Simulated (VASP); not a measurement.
# AlRu (Cm) in VASP: single point with PBEsol

Aim: the single point of AlRu with PBEsol.

Program: VASP 6.6.1. These are calculated values, not measurements. Logs are shortened: lines on timing, memory, paths and dates and some standing lists are left out, and cuts for length are marked.

## Step 1: The cell of the first run

The structure is monoclinic, space group Cm (No. 8). Conventional cell: a = 4.209 Å, b = 4.209 Å, c = 2.976 Å, α = 90.00°, β = 90.00°, γ = 90.00°. Within 3.1 Å of Al (site symmetry m) lie 8 Ru at 2.15 to 3.03 Å and 6 Al at 2.98 Å. Ru (site symmetry m) has 8 Al at 2.15 to 3.03 Å and 6 Ru at 2.98 Å within 3.1 Å.

## Step 2: Single point, PBEsol (atom 1 (Al) moved by (-0.225, -0.450) A along [1 1 0] and z)

Contents of INCAR:

```
SYSTEM = AlRu
ALGO = Fast
EDIFF = 1E-6
ENCUT = 520
GGA = PS
ISIF = 2
ISMEAR = 0
LASPH = .TRUE.
LCHARG = .FALSE.
LREAL = .FALSE.
LWAVE = .FALSE.
NBANDS = 16
NELM = 80
PREC = Accurate
SIGMA = 0.15
```

Contents of KPOINTS:

```
k-points
0
G
  20 20 20
  0 0 0
```

Contents of POSCAR:

```
AlRu
1.0
    2.9764078218      0.0000000000      0.0000000000
    0.0000000000      2.9764078218      0.0000000000
    0.0000000000      0.0000000000      2.9764078218
Al Ru
1 1
Direct
   -0.0534533691     -0.0534533691     -0.1511889590
    0.5000000000      0.5000000000      0.5000000000
```

Potentials or basis: VASP PAW PBE potentials, release 64 (Al, Ru_pv).

On the command line:

```bash
$ cat potpaw_PBE.64/Al/POTCAR potpaw_PBE.64/Ru_pv/POTCAR > POTCAR
$ mpirun -np 1 vasp_std > vasp.out
```

OUTCAR:

```text
SYSTEM = AlRu
   EDIFF = 1E-6
   ENCUT = 520
   GGA = PS
   ISIF = 2
   ISMEAR = 0
   LASPH = .TRUE.
   LREAL = .FALSE.
   NELM = 80
   PREC = Accurate

 ion  position               nearest neighbor table
   1  0.947  0.947  0.849-   2 2.15   2 2.36   2 2.36   2 2.55   2 2.70   2 2.87   2 2.87   2 3.03

   2  0.500  0.500  0.500-   1 2.15   1 2.36   1 2.36   1 2.55   1 2.70   1 2.87   1 2.87   1 3.03

  LATTYP: Found a simple cubic cell.
 ALAT       =     2.9764078218

  Lattice vectors:

 A1 = (   2.9764078218,   0.0000000000,   0.0000000000)
 A2 = (   0.0000000000,   2.9764078218,   0.0000000000)
 A3 = (   0.0000000000,   0.0000000000,   2.9764078218)

Analysis of symmetry for initial positions (statically):
=====================================================================
 Subroutine PRICEL returns:
 Original cell was already a primitive cell.

 Routine SETGRP: Setting up the symmetry group for a
 simple cubic supercell.

 Subroutine GETGRP returns: Found  2 space group operations
 (whereof  2 operations were pure point group operations)
 out of a pool of 48 trial point group operations.

The static configuration has the point symmetry C_1h.

Analysis of symmetry for dynamics (positions and initial velocities):
=====================================================================
 Subroutine PRICEL returns:
 Original cell was already a primitive cell.

 Routine SETGRP: Setting up the symmetry group for a
 simple cubic supercell.

 Subroutine GETGRP returns: Found  2 space group operations
 (whereof  2 operations were pure point group operations)
 out of a pool of 48 trial point group operations.

The dynamic configuration has the point symmetry C_1h.

 Subroutine INISYM returns: Found  2 space group operations
 (whereof  2 operations are pure point group operations),
 and found     1 'primitive' translations

----------------------------------------------------------------------------------------

                                     Primitive cell

  volume of cell :      26.3680

  direct lattice vectors                    reciprocal lattice vectors
     2.976407822  0.000000000  0.000000000     0.335975464  0.000000000  0.000000000
     0.000000000  2.976407822  0.000000000     0.000000000  0.335975464  0.000000000
     0.000000000  0.000000000  2.976407822     0.000000000  0.000000000  0.335975464

  length of vectors
     2.976407822  2.976407822  2.976407822     0.335975464  0.335975464  0.335975464

  position of ions in fractional coordinates (direct lattice)
     0.946546631  0.946546631  0.848811041
     0.500000000  0.500000000  0.500000000

  ion indices of the primitive-cell ions
   primitive index   ion index
                 1           1
                 2           2

----------------------------------------------------------------------------------------

 KPOINTS: k-points

Automatic generation of k-mesh.
 Grid dimensions read from file:
 generate k-points for:   20   20   20

 Generating k-lattice:

  Cartesian coordinates                     Fractional coordinates (reciprocal lattice)
     0.016798773  0.000000000  0.000000000     0.050000000  0.000000000  0.000000000
     0.000000000  0.016798773  0.000000000     0.000000000  0.050000000  0.000000000
     0.000000000  0.000000000  0.016798773     0.000000000  0.000000000  0.050000000

  Length of vectors
     0.016798773  0.016798773  0.016798773

  Shift w.r.t. Gamma in fractional coordinates (k-lattice)
     0.000000000  0.000000000  0.000000000

 Subroutine IBZKPT returns following result:
 ===========================================

 Found   2112 irreducible k-points:

 Following reciprocal coordinates:
            Coordinates               Weight
  0.000000  0.000000  0.000000      1.000000
  0.050000  0.000000  0.000000      4.000000
  0.000000  0.000000  0.050000      2.000000
  0.100000  0.000000  0.000000      4.000000
  0.000000  0.000000  0.100000      2.000000
  0.150000  0.000000  0.000000      4.000000
[... 16 lines left out ...]
  0.000000  0.050000  0.050000      4.000000
 -0.050000  0.050000  0.000000      2.000000
 [... further k-points ...]
   k-points           NKPTS =   2112   k-points in BZ     NKDIM =   2112   number of bands    NBANDS=     16
   number of dos      NEDOS =    301   number of ions     NIONS =      2
   total plane-waves  NPLWV =  13824
   dimension x,y,z NGX =    24 NGY =   24 NGZ =   24
   dimension x,y,z NGXF=    48 NGYF=   48 NGZF=   48
   ions per type =               1   1
   NGX,Y,Z   is equivalent  to a cutoff of  13.41, 13.41, 13.41 a.u.
   NGXF,Y,Z  is equivalent  to a cutoff of  26.81, 26.81, 26.81 a.u.
 SYSTEM =  AlRu
   PREC   = accura    normal or accurate (medium, high low for compatibility)
   ISTART =      0    job   : 0-new  1-cont  2-samecut
   ICHARG =      2    charge: 1-file 2-atom 10-const
   ISPIN  =      1    spin polarized calculation?
   LNONCOLLINEAR =      F non collinear calculations
   LSORBIT =      F    spin-orbit coupling
   LASPH  =      T    aspherical Exc in radial PAW
   ENCUT  =  520.0 eV  38.22 Ry    6.18 a.u.   5.53  5.53  5.53*2*pi/ulx,y,z
   NELM   =     80;   NELMIN=  2; NELMDL= -5     # of ELM steps
   EDIFF  = 0.1E-05   stopping-criterion for ELM
   LREAL  =      F    real-space projection
   EDIFFG = 0.1E-04   stopping-criterion for IOM
   NSW    =      0    number of steps for IOM
   IBRION =     -1    ionic relax: 0-MD 1-quasi-New 2-CG
   NFREE  =      0    steps in history (QN), initial steepest desc. (CG)
   ISIF   =      2    stress and relaxation
   ISYM   =      2    0-nonsym 1-usesym 2-fastsym
   POTIM  = 0.5000    time-step for ionic-motion
   TEBEG  =    0.0;   TEEND  =   0.0 temperature during run
   PSTRESS=    0.0 pullay stress
   NELECT =      17.0000    total number of electrons
   NUPDOWN=      -1.0000    fix difference up-down
   EMIN   =  10.00;   EMAX   =-10.00  energy-range for DOS
   EFERMI =   0.00;   METHOD = LEGACY
   ISMEAR =     0;   SIGMA  =   0.15  broadening in eV -4-tet -1-fermi 0-gaus
   EFERMI_NEDOS =   21; number of points for ismear=-14 and -15
   IALGO  =     68    algorithm
   IMIX   =      4    mixing-type and parameters
     AMIX     =   0.40;   BMIX     =  1.00
     AMIX_MAG =   1.60;   BMIX_MAG =  1.00
  volume/ion in A,a.u.               =      13.18        88.97
  Fermi-wavevector in a.u.,A,eV,Ry     =   1.414269  2.672581 27.213787  2.000157
  Thomas-Fermi vector in A             =   2.535829
   LORBIT       =      0    0 simple, 1 ext, 2 COOP (PROOUT), +10 PAW based schemes
   GGA     = PS    functional components
   LHFCALC =     F    Hartree Fock is set to
   AEXX    =    0.0000 exact exchange contribution
   IVDW    =     0    specifies the selected vdW correction
   LEPSILON=     F    determine dielectric tensor
   LRPA    =     F    only Hartree local field effects (RPA)
 non-spin polarized calculation
 RMM-DIIS sequential band-by-band and
 Gauss-broadening in eV      SIGMA  =   0.15
  energy-cutoff  :      520.00
  volume of cell :       26.37
 maximum number of plane-waves:       739
 NGX is ok and might be reduce to    24
   NGX = 11   NGY = 11   NGZ = 11

 number of electron      16.9999996 magnetization

 Free energy of the ion-electron system (eV)
  ---------------------------------------------------
  ext. energy  EPLUGINS =         0.00000000
  ---------------------------------------------------
  free energy    TOTEN  =       -14.37940476 eV

  energy without entropy =      -14.36170978  energy(sigma->0) =      -14.37055727

 E-fermi :  10.6782     XC(G=0): -12.6928

 val. band max:       10.6779472247   @ k =   0.4500   0.4000   0.1000
 cond. band min:      10.6784665589   @ k =  -0.4000  -0.2000   0.4500
 fundamental gap:      0.0005193341
 Fermi energy:        10.6781878426

 k-point     1 :       0.0000    0.0000    0.0000
  band No.  band energies     occupation
      1     -30.9943      2.00000
      2     -30.9435      2.00000
      3     -30.8948      2.00000
      4       1.1169      2.00000
      5       6.7527      2.00000
      6       6.9458      2.00000
[... 8 lines left out ...]
     15      22.9656      0.00000
     16      24.9579      0.00000

 k-point     2 :       0.0500    0.0000    0.0000
  band No.  band energies     occupation
      1     -30.9966      2.00000
      2     -30.9460      2.00000
      3     -30.8948      2.00000
      4       1.1666      2.00000
      5       6.7729      2.00000
      6       6.9642      2.00000
[... 8 lines left out ...]
     15      22.9663      0.00000
     16      25.1221      0.00000

 k-point     3 :       0.0000    0.0000    0.0500
  band No.  band energies     occupation
      1     -30.9950      2.00000
      2     -30.9430      2.00000
      3     -30.8992      2.00000
      4       1.1642      2.00000
      5       6.7680      2.00000
      6       6.9655      2.00000
[... 8 lines left out ...]
     15      22.9662      0.00000
     16      25.0567      0.00000

 k-point     4 :       0.1000    0.0000    0.0000
  band No.  band energies     occupation
      1     -31.0051      2.00000
      2     -30.9517      2.00000
      3     -30.8945      2.00000
      4       1.3146      2.00000
      5       6.8278      2.00000
      6       7.0177      2.00000
[... 8 lines left out ...]
     15      22.9706      0.00000
     16      25.6449      0.00000

 k-point     5 :       0.0000    0.0000    0.1000
  band No.  band energies     occupation
      1     -30.9977      2.00000
      2     -30.9416      2.00000
      3     -30.9111      2.00000
      4       1.3048      2.00000
      5       6.8127      2.00000
      6       7.0183      2.00000
[... 8 lines left out ...]
     15      22.9732      0.00000
     16      25.3941      0.00000

 k-point     6 :       0.1500    0.0000    0.0000
  band No.  band energies     occupation
      1     -31.0234      2.00000
      2     -30.9563      2.00000
      3     -30.8932      2.00000
      4       1.5570      2.00000
      5       6.9025      2.00000
      6       7.0996      2.00000
[... 8 lines left out ...]
     15      22.9937      0.00000
     16      26.4955      0.00000

 k-point     7 :       0.0000    0.0000    0.1500
  band No.  band energies     occupation
      1     -31.0046      2.00000
      2     -30.9395      2.00000
      3     -30.9268      2.00000
      4       1.5350      2.00000
      5       6.8838      2.00000
      6       7.0852      2.00000
[... 8 lines left out ...]
     15      23.3851      0.00000
     16      26.0441      0.00000

 k-point     8 :       0.2000    0.0000    0.0000
  band No.  band energies     occupation
      1     -31.0510      2.00000
      2     -30.9578      2.00000
      3     -30.8911      2.00000
      4       1.8874      2.00000
      5       6.9731      2.00000
      6       7.1951      2.00000
[... 8 lines left out ...]
     15      23.0736      0.00000
     16      27.4525      0.00000

 k-point     9 :       0.0000    0.0000    0.2000
  band No.  band energies     occupation
      1     -31.0196      2.00000
      2     -30.9403      2.00000
      3     -30.9369      2.00000
      4       1.8489      2.00000
      5       6.9761      2.00000
      6       7.1334      2.00000
[... 8 lines left out ...]
     15      23.7378      0.00000
     16      26.9133      0.00000
[... 172 lines left out ...]
 k-point    19 :       0.0000    0.0000    0.4500
  band No.  band energies     occupation
      1     -31.1373      2.00000
      2     -30.9497      2.00000
      3     -30.9248      2.00000
      4       4.2093      2.00000
      5       5.9401      2.00000
      6       7.4359      2.00000
[... 8 lines left out ...]
     15      23.4212      0.00000
     16      24.4079      0.00000

 k-point    20 :       0.5000    0.0000    0.0000
  band No.  band energies     occupation
      1     -31.1957      2.00000
      2     -30.9504      2.00000
      3     -30.8790      2.00000
      4       4.8817      2.00000
      5       5.4229      2.00000
      6       7.6431      2.00000
[... 8 lines left out ...]
     15      22.9685      0.00000
     16      23.9673      0.00000

 k-point    21 :       0.0000    0.0000    0.5000
  band No.  band energies     occupation
      1     -31.1424      2.00000
      2     -30.9495      2.00000
      3     -30.9244      2.00000
      4       4.4589      2.00000
      5       5.7122      2.00000
      6       7.4554      2.00000
[... 8 lines left out ...]
     15      23.2426      0.00000
     16      24.1811      0.00000

 k-point    22 :       0.0500    0.0500    0.0000
  band No.  band energies     occupation
      1     -30.9988      2.00000
      2     -30.9485      2.00000
      3     -30.8949      2.00000
      4       1.2163      2.00000
      5       6.7936      2.00000
      6       6.9825      2.00000
[... 8 lines left out ...]
     15      22.9664      0.00000
     16      25.2475      0.00000

 k-point    23 :       0.0000    0.0500    0.0500
  band No.  band energies     occupation
      1     -30.9973      2.00000
      2     -30.9455      2.00000
      3     -30.8991      2.00000
      4       1.2140      2.00000
      5       6.7887      2.00000
      6       6.9841      2.00000
[... 8 lines left out ...]
     15      22.9666      0.00000
     16      25.2009      0.00000

 k-point    24 :      -0.0500    0.0500    0.0000
  band No.  band energies     occupation
      1     -30.9983      2.00000
      2     -30.9490      2.00000
      3     -30.8948      2.00000
      4       1.2162      2.00000
      5       6.7941      2.00000
      6       6.9819      2.00000
[... 8 lines left out ...]
     15      22.9667      0.00000
     16      25.2759      0.00000

 [... further k-points ...]
[... 5 lines left out ...]
  --------------------------------------------------------------------------------------
  -------------------------------------------------------------------------------------
  Total        4.3385933      4.3385933      1.4721400      1.1994630      2.0108796      2.0108797
  in kB      263.6223430    263.6223430     89.4504203     72.8819740    122.1854051    122.1854121
  external PRESSURE =     205.5650355 kB  Pullay stress =       0.0000000 kB

 VOLUME and BASIS-vectors are now :
 -----------------------------------------------------------------------------
  energy-cutoff  :      520.00
  volume of cell :       26.37
      direct lattice vectors                 reciprocal lattice vectors
     2.976407822  0.000000000  0.000000000     0.335975464  0.000000000  0.000000000
     0.000000000  2.976407822  0.000000000     0.000000000  0.335975464  0.000000000
     0.000000000  0.000000000  2.976407822     0.000000000  0.000000000  0.335975464

 POSITION                                       TOTAL-FORCE (eV/Angst)
 -----------------------------------------------------------------------------------
      2.81731      2.81731      2.52641         2.288115      2.288115      4.032868
      1.48820      1.48820      1.48820        -2.288115     -2.288115     -4.032868
 -----------------------------------------------------------------------------------
    total drift:                                0.000438      0.000438      0.000796

  FREE ENERGIE OF THE ION-ELECTRON SYSTEM (eV)
  ---------------------------------------------------
  free  energy   TOTEN  =       -14.3794047619 eV

  energy  without entropy=      -14.3617097770  energy(sigma->0) =      -14.37055727
```

Wall time 20 min (1 thread of Oxide Virtual Turin-like, shared host); peak memory 0.85 GiB.

Results:

```
Free energy            : -14.3794 eV
Pressure               : 20.6 GPa
Largest force          : 5.171 eV/Å
Band gap on the k mesh : zero (an odd number of electrons rules out a gap without spin polarisation)
```

Forces on the atoms (eV/Å):
```
Al   2.288  2.288  4.033
Ru  -2.288 -2.288 -4.033
```

Caveat: the cell differs from its parent crystal (atom 1 (Al) moved by (-0.225, -0.450) A along [1 1 0] and z); the stress differs along the axes, from 9 to 26 GPa; the PAW data sets were made with another functional, which shifts forces and pressure a little.
